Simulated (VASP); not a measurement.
A run of VASP 6.6.1 is set up as follows.

Contents of POSCAR:

```
FeB7O12
1.0
    7.8030000000      0.0000000000      0.0000000000
    0.0000000000      4.6130000000      0.0000000000
    0.0000000000      0.0000000000      4.1290000000
O B Fe
12 7 1
Direct
    0.5000000000      0.2525000000      0.5000000000
    0.5000000000      0.7475000000      0.0000000000
    0.7911000000      0.1302000000      0.5802000000
    0.2089000000      0.8698000000      0.0802000000
    0.7911000000      0.8698000000      0.0802000000
    0.2089000000      0.1302000000      0.5802000000
    0.0000000000      0.7525000000      0.5000000000
    0.0000000000      0.2475000000      0.0000000000
    0.2911000000      0.6302000000      0.5802000000
    0.7089000000      0.3698000000      0.0802000000
    0.2911000000      0.3698000000      0.0802000000
    0.7089000000      0.6302000000      0.5802000000
    0.1646000000      0.8394000000      0.4335000000
    0.8354000000      0.1606000000      0.9335000000
    0.1646000000      0.1606000000      0.9335000000
    0.8354000000      0.8394000000      0.4335000000
    0.3354000000      0.6606000000      0.9335000000
    0.6646000000      0.6606000000      0.9335000000
    0.3354000000      0.3394000000      0.4335000000
    0.6646000000      0.3394000000      0.4335000000
```

File INCAR.step1:

```
ALGO     = Normal         # electronic algorithm
EDIFF    = 1E-4           # SCF threshold, eV
ENCUT    = 520            # plane-wave cutoff, eV
GGA      = PE             # functional
ISMEAR   = -1             # smearing method
ISPIN    = 2              # spin polarisation
ISYM     = 0            
LASPH    = T              # aspherical terms in the spheres
LCHARG   = F              # write CHGCAR
LDAU     = T              # DFT+U
LDAUJ    = 0 0 0        
LDAUL    = -1 -1 2        # shell
LDAUTYPE = 2            
LDAUU    = 0 0 2.8        # U, eV
LMAXMIX  = 4              # l up to which the mixer works
LREAL    = Auto         
LWAVE    = T              # write WAVECAR
MAGMOM   = 0.1 0 0.09 0 0.01 0 0.01 0 0 0.09 0.01 0.08 0 0.01 0 0.01 0 0.01 0.02 1.84 # initial moments
NBANDS   = 70             # bands
NELM     = 150            # most SCF steps
PREC     = Accurate       # precision mode
SIGMA    = 0.02           # smearing width, eV
```

The input INCAR.step2:

```
ALGO     = Normal         # electronic algorithm
EDIFF    = 1E-6           # SCF threshold, eV
ENCUT    = 520            # plane-wave cutoff, eV
ISIF     = 2              # what is computed and relaxed
ISMEAR   = -1             # smearing method
ISPIN    = 2              # spin polarisation
ISTART   = 1            
ISYM     = 0            
LASPH    = T              # aspherical terms in the spheres
LCHARG   = T              # write CHGCAR
LDAU     = T              # DFT+U
LDAUJ    = 0 0 0        
LDAUL    = -1 -1 2        # shell
LDAUPRINT= 1            
LDAUTYPE = 2            
LDAUU    = 0 0 2.8        # U, eV
LELF     = T              # ELF
LMAXMIX  = 4              # l up to which the mixer works
LMIXTAU  = T            
LORBIT   = 11             # projections on sites
LREAL    = Auto         
LVHAR    = T            
LWAVE    = F              # write WAVECAR
MAGMOM   = 0.1 0 0.09 0 0.01 0 0.01 0 0 0.09 0.01 0.08 0 0.01 0 0.01 0 0.01 0.02 1.84 # initial moments
METAGGA  = R2SCAN         # meta-GGA
NBANDS   = 70             # bands
NELM     = 150            # most SCF steps
PREC     = Accurate       # precision mode
SIGMA    = 0.02           # smearing width, eV
```

Contents of KPOINTS:

```
k-points
0
Gamma
  1 2 2
```

Potentials or basis: VASP PAW PBE potentials, release 64 (O, B, Fe).

Command:

```sh
$ cat potpaw_PBE.64/O/POTCAR potpaw_PBE.64/B/POTCAR potpaw_PBE.64/Fe/POTCAR > POTCAR
$ cp INCAR.step1 INCAR
$ mpirun -np 1 vasp_std > vasp.out
$ cp INCAR.step2 INCAR
$ mpirun -np 1 vasp_std > vasp.out
```

Estimate the net moment.

1.00 μB per cell.

Estimate the pressure.

46.3 GPa.

Forces on the atoms (eV/Å):
```
O   -25.694  -6.933   4.647
O    -0.298   0.088   0.046
O    12.065 -10.899   7.006
O     0.021  -0.013   0.160
O     0.039   0.050   0.379
O    -0.186  -0.068   0.205
O     0.582  -0.266  -0.133
O     0.440   0.060   0.236
O     0.410  -0.200   0.237
O     3.969   2.002 -15.955
O     0.476  -0.005   0.340
O     3.734  14.493   6.177
B    -0.296   0.034  -0.221
B     0.151  -0.346  -0.812
B    -0.250  -0.136  -0.212
B    -0.032   0.375   0.459
B    -0.313   0.040  -0.170
B     1.078   0.041  -0.487
B    -2.048   0.195  -0.084
Fe    6.154   1.489  -1.819
```

Caveat: the k points lie up to 0.81 Å⁻¹ apart, too coarse for converged energies, forces and pressures; atoms lie so close that the PAW spheres overlap strongly, which falsifies energies and pressures; the PAW data sets were made with another functional, which shifts forces and pressure a little. The state reached can hang on the start; a lower one may exist.
